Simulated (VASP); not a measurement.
# BN in VASP: relaxation of the atoms with PBE+D3(BJ)

Aim: the relaxation of the atoms of BN with PBE+D3(BJ).

Program: VASP 6.6.1. These are calculated values, not measurements. Logs are shortened: lines on timing, memory, paths and dates and some standing lists are left out, and cuts for length are marked.

## 1. The cell of the first run

The cell holds a slab with vacuum, 4 atoms: a = 2.509 Å, b = 2.509 Å, c = 32.600 Å, α = 90.00°, β = 90.00°, γ = 60.00°.

## 2. Relaxation of the atoms, PBE+D3(BJ)

File INCAR:

```
SYSTEM = BN
PREC = Accurate
ENCUT = 520
EDIFF = 1E-7
ISMEAR = 0
SIGMA = 0.02
LREAL = .FALSE.
LASPH = .TRUE.
NELM = 80
ALGO = Normal
ISIF = 2
LWAVE = .FALSE.
LCHARG = .FALSE.
LDIPOL = .TRUE.
IDIPOL = 3
DIPOL = 0.5 0.5 0.500
GGA = PE
IVDW = 12
IBRION = 2
NSW = 70
EDIFFG = -0.01
```

File KPOINTS:

```
regular mesh
0
G
  10 10 1
  0 0 0
```

File POSCAR:

```
BN
1.0
    2.5087542034      0.0014369843      0.0000000000
    1.2531178291      2.1733719020      0.0000000000
    0.0000000000      0.0000000000     32.6000000000
B N
2 2
Selective dynamics
Direct
    0.4999824924      0.4999824924      0.4493865031  F F T
    0.5000175076      0.5000175076      0.5506134969  F F T
    0.8333175176      0.8333175176      0.4493865031  T T T
    0.1666824824      0.1666824824      0.5506134969  T T T
```

Potentials or basis: VASP PAW PBE potentials, release 64 (B, N).

Command:

```sh
> cat potpaw_PBE.64/B/POTCAR potpaw_PBE.64/N/POTCAR > POTCAR
> mpirun -np 1 vasp_std > vasp.out
```

OUTCAR:

```text
SYSTEM = BN
   PREC = Accurate
   ENCUT = 520
   EDIFF = 1E-7
   ISMEAR = 0
   LREAL = .FALSE.
   LASPH = .TRUE.
   NELM = 80
   ISIF = 2
   GGA = PE
   IVDW = 12
   IBRION = 2
   NSW = 70
   EDIFFG = -0.01
 IVDW          = 12

 ion  position               nearest neighbor table
   1  0.500  0.500  0.449-   3 1.45   3 1.45   3 1.45
   2  0.500  0.500  0.551-   4 1.45   4 1.45   4 1.45
   3  0.833  0.833  0.449-   1 1.45   1 1.45   1 1.45
   4  0.167  0.167  0.551-   2 1.45   2 1.45   2 1.45

  LATTYP: Found a hexagonal cell.
 ALAT       =     2.5087546149
 C/A-ratio  =    12.9944952790

  Lattice vectors:

 A1 = (  -1.2531178291,  -2.1733719020,   0.0000000000)
 A2 = (   2.5087542034,   0.0014369843,   0.0000000000)
 A3 = (   0.0000000000,   0.0000000000,  32.6000000000)

Analysis of symmetry for initial positions (statically):
=====================================================================
 Subroutine PRICEL returns:
 Original cell was already a primitive cell.

 Routine SETGRP: Setting up the symmetry group for a
 hexagonal supercell.

 Subroutine GETGRP returns: Found  4 space group operations
 (whereof  4 operations were pure point group operations)
 out of a pool of 24 trial point group operations.

The static configuration has the point symmetry C_2h.

Analysis of symmetry for dynamics (positions and initial velocities):
=====================================================================
 Subroutine PRICEL returns:
 Original cell was already a primitive cell.

 Routine SETGRP: Setting up the symmetry group for a
 hexagonal supercell.

 Subroutine GETGRP returns: Found  4 space group operations
 (whereof  4 operations were pure point group operations)
 out of a pool of 24 trial point group operations.

The dynamic configuration has the point symmetry C_2h.

Analysis of constrained symmetry for selective dynamics:
=====================================================================
 Subroutine PRICEL returns:
 Original cell was already a primitive cell.

 Routine SETGRP: Setting up the symmetry group for a
 hexagonal supercell.

 Subroutine GETGRP returns: Found  4 space group operations
 (whereof  4 operations were pure point group operations)
 out of a pool of 24 trial point group operations.

The constrained configuration has the point symmetry C_2h.

[... 127 lines left out ...]
   GGA     = PE    functional components
   LHFCALC =     F    Hartree Fock is set to
   AEXX    =    0.0000 exact exchange contribution
   IVDW    =    12    specifies the selected vdW correction
   LEPSILON=     F    determine dielectric tensor
   LRPA    =     F    only Hartree local field effects (RPA)
 conjugate gradient relaxation of ions
 non-spin polarized calculation
 Gauss-broadening in eV      SIGMA  =   0.02
  energy-cutoff  :      520.00
  volume of cell :      177.69
 maximum number of plane-waves:      4825
   NGX =  9   NGY =  9   NGZ =121

--------------------------------------- Ionic step        1  -------------------------------------------

 number of electron      16.0000000 magnetization

 Free energy of the ion-electron system (eV)
  ---------------------------------------------------
  ext. energy  EPLUGINS =         0.00000000
  ---------------------------------------------------
  free energy    TOTEN  =       -35.17244500 eV

  energy without entropy =      -35.17244500  energy(sigma->0) =      -35.17244500

------------------------ aborting loop because EDIFF is reached ----------------------------------------

 Edisp (eV)   -0.42602

 E8    (eV) :    -0.1316
[... 195 lines left out ...]
  FREE ENERGIE OF THE ION-ELECTRON SYSTEM (eV)
  ---------------------------------------------------
  free  energy   TOTEN  =       -35.5986721034 eV

  energy  without entropy=      -35.5986721034  energy(sigma->0) =      -35.59867210

 dipolmoment           0.000000      0.000000     -0.000000 electrons x Angstroem

--------------------------------------- Ionic step        6  -------------------------------------------

 number of electron      16.0000001 magnetization

------------------------ aborting loop because EDIFF is reached ----------------------------------------
[... 37 lines left out ...]
--------------------------------------- Ionic step        7  -------------------------------------------

 number of electron      16.0000000 magnetization

 dipolmoment           0.000000      0.000000      0.000000 electrons x Angstroem

 Free energy of the ion-electron system (eV)
  ---------------------------------------------------
  ext. energy  EPLUGINS =         0.00000000
  ---------------------------------------------------
  free energy    TOTEN  =       -35.17691274 eV

  energy without entropy =      -35.17691274  energy(sigma->0) =      -35.17691274

 E-fermi :  -4.1770     XC(G=0):  -2.3349

 val. band max:       -4.2858829648   @ k =  -0.3000   0.3000   0.0000
 cond. band min:       0.1215551342   @ k =  -0.3000   0.3000   0.0000
 fundamental gap:      4.4074380990
 Fermi energy:        -4.1769844741

 k-point     1 :       0.0000    0.0000    0.0000
  band No.  band energies     occupation
      1     -21.8916      2.00000
      2     -21.7525      2.00000
      3      -9.9015      2.00000
      4      -8.8917      2.00000
      5      -5.5314      2.00000
      6      -5.5291      2.00000
      7      -5.5280      2.00000
      8      -5.5257      2.00000
      9       0.6120      0.00000
     10       1.0968      0.00000
     11       1.6830      0.00000
     12       1.9304      0.00000
[... 331 lines left out ...]
 k-point    24 :      -0.2000    0.2000    0.0000
  band No.  band energies     occupation
      1     -19.7844      2.00000
      2     -19.6888      2.00000
      3     -10.6847      2.00000
      4     -10.6665      2.00000
      5      -8.9218      2.00000
      6      -8.8841      2.00000
      7      -6.9404      2.00000
      8      -6.1693      2.00000
      9       2.6370      0.00000
     10       3.1654      0.00000
     11       4.3039      0.00000
     12       5.1221      0.00000

 [... further k-points ...]

------------------------ aborting loop because EDIFF is reached ----------------------------------------

 vacuum level on the upper side and lower side of the slab       (xc-potential included)        -0.011        -0.011

 Edisp (eV)   -0.42227

 E8    (eV) :    -0.1303

  FORCE on cell =-STRESS in cart. coord.  units (eV):
  Direction    XX          YY          ZZ          XY          YZ          ZX
  --------------------------------------------------------------------------------------
  -------------------------------------------------------------------------------------
  Total      -0.09811    -0.09520    -0.00300    -0.00252     0.00003     0.00005
  in kB      -0.88460    -0.85839    -0.02701    -0.02276     0.00027     0.00047
  external pressure =       -0.59 kB  Pullay stress =        0.00 kB
[... 19 lines left out ...]
  FREE ENERGIE OF THE ION-ELECTRON SYSTEM (eV)
  ---------------------------------------------------
  free  energy   TOTEN  =       -35.5991828840 eV

  energy  without entropy=      -35.5991828840  energy(sigma->0) =      -35.59918288

 reached required accuracy - stopping structural energy minimisation

 vacuum level on the upper side and lower side of the slab         1.639         1.639
```

CONTCAR:

```text
BN
   1.00000000000000
     2.5087542034000001    0.0014369843000000    0.0000000000000000
     1.2531178291000000    2.1733719020000000    0.0000000000000000
     0.0000000000000000    0.0000000000000000   32.6000000000000014
  B               N
     2     2
Selective dynamics
Direct
     0.4999824924000009    0.4999824924000009    0.4487595832265189   F   F   T
     0.5000175075999991    0.5000175075999991    0.5512404167734812   F   F   T
     0.8333497010717767    0.8333497010717767    0.4487274700117840   T   T   T
     0.1666502989282232    0.1666502989282232    0.5512725299882160   T   T   T

  0.00000000E+00  0.00000000E+00  0.00000000E+00
  0.00000000E+00  0.00000000E+00  0.00000000E+00
  0.00000000E+00  0.00000000E+00  0.00000000E+00
  0.00000000E+00  0.00000000E+00  0.00000000E+00
```

Run time: 12 min. Hardware: 1 thread of Intel Xeon 8259CL, shared host; peak memory 0.32 GiB.

What came out:

* Free energy: -35.5992 eV
* Energy gained by relaxing: 0.2 meV/atom
* Ionic steps: 7
* Band gap on the k mesh: 4.41 eV
* Dispersion energy per atom: -0.106 eV

Step by step:
| step | energy change (eV) | largest force on free atoms (eV/Å) | pressure (GPa) |
| --- | --- | --- | --- |
| 1 | 0.0000 | 0.0264 | -0.05 |
| 2 | 0.0000 | 0.0172 | -0.05 |
| 3 | 0.0000 | 0.0211 | -0.05 |
| 4 | -0.0001 | 0.0206 | -0.05 |
| 5 | -0.0002 | 0.0186 | -0.05 |
| 6 | -0.0004 | 0.0145 | -0.05 |
| 7 | -0.0007 | 0.0068 | -0.06 |

Final structure:
```
CELL_PARAMETERS angstrom
2.50875 0.00144 0.00000
1.25312 2.17337 0.00000
0.00000 0.00000 32.60000
ATOMIC_POSITIONS crystal
B 0.49998 0.49998 0.44876
B 0.50002 0.50002 0.55124
N 0.83335 0.83335 0.44873
N 0.16665 0.16665 0.55127
```
